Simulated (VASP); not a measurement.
A run of VASP 6.6.1 is set up as follows.

The input INCAR:

```
PREC = Accurate ; ENCUT = 520
EDIFF = 1E-7 ; ISMEAR = 0
SIGMA = 0.1 ; LREAL = F
LASPH = T ; NELM = 60
ALGO = Fast ; ISIF = 2
LWAVE = F ; LCHARG = T
GGA = PE ; LELF = T
LVHAR = T ; NBANDS = 26
```

KPOINTS

```
regular mesh
0
Gamma
  8 8 8
```

POSCAR

```
Li
1.0
    7.6193009447     -2.6498232239      0.0000000000
    7.6193009447      2.6498232239      0.0000000000
    0.0000000000      0.0000000000      5.0089622022
Li
10
Direct
    0.9348198966      0.2651824484      0.2500000000
    0.0651801034      0.7348175516      0.7500000000
    0.2651824484      0.9348198966      0.7500000000
    0.7348175516      0.0651801034      0.2500000000
    0.3348440910      0.6651559090      0.2500000000
    0.6651559090      0.3348440910      0.7500000000
    0.5348821437      0.8650629616      0.2500000000
    0.4651178563      0.1349370384      0.7500000000
    0.8650629616      0.5348821437      0.7500000000
    0.1349370384      0.4651178563      0.2500000000
```

Potentials or basis: VASP PAW PBE potentials, release 64 (Li_sv).

Run with:

```console
$ cat potpaw_PBE.64/Li_sv/POTCAR > POTCAR
$ mpirun -np 1 vasp_std > vasp.out
```

Problem. Predict the band gap on the k mesh.

Solution. Zero (bands 15 and 16 overlap by 1.72 eV).
